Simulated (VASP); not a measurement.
A run of VASP 6.6.1 is set up as follows.

Contents of INCAR:

```
ALGO = Normal
EDIFF = 1E-6
ENCUT = 500
GGA = PS
GGA_COMPAT = False
ISIF = 2
ISMEAR = 0
LASPH = True
LCHARG = True
LELF = True
LREAL = False
LVHAR = True
LWAVE = False
NBANDS = 6
NELM = 120
PREC = Accurate
SIGMA = 0.1
```

File KPOINTS:

```
k-points
0
Gamma
  8 8 22
```

File POSCAR:

```
H
1.0
    2.6496387389      0.0000000000      0.0000000000
    0.0000000000      2.6496387389      0.0000000000
    0.0000000000      0.0000000000      0.9804929200
H
1
Direct
    0.0000000000      0.0000000000      0.5000000000
```

Potentials or basis: VASP PAW PBE potentials, release 64 (H).

Run with:

```console
$ cat potpaw_PBE.64/H/POTCAR > POTCAR
$ mpirun -np 1 vasp_std > vasp.out
```

What does it give for the band gap on the k mesh?

Zero (an odd number of electrons rules out a gap without spin polarisation).

Predict the pressure.

1.4 GPa.

Stress tensor (GPa, compression positive):
```
1.31 0.00 0.00
0.00 1.31 0.00
0.00 0.00 1.61
```

Caveat: the PAW data sets were made with another functional, which shifts forces and pressure a little.
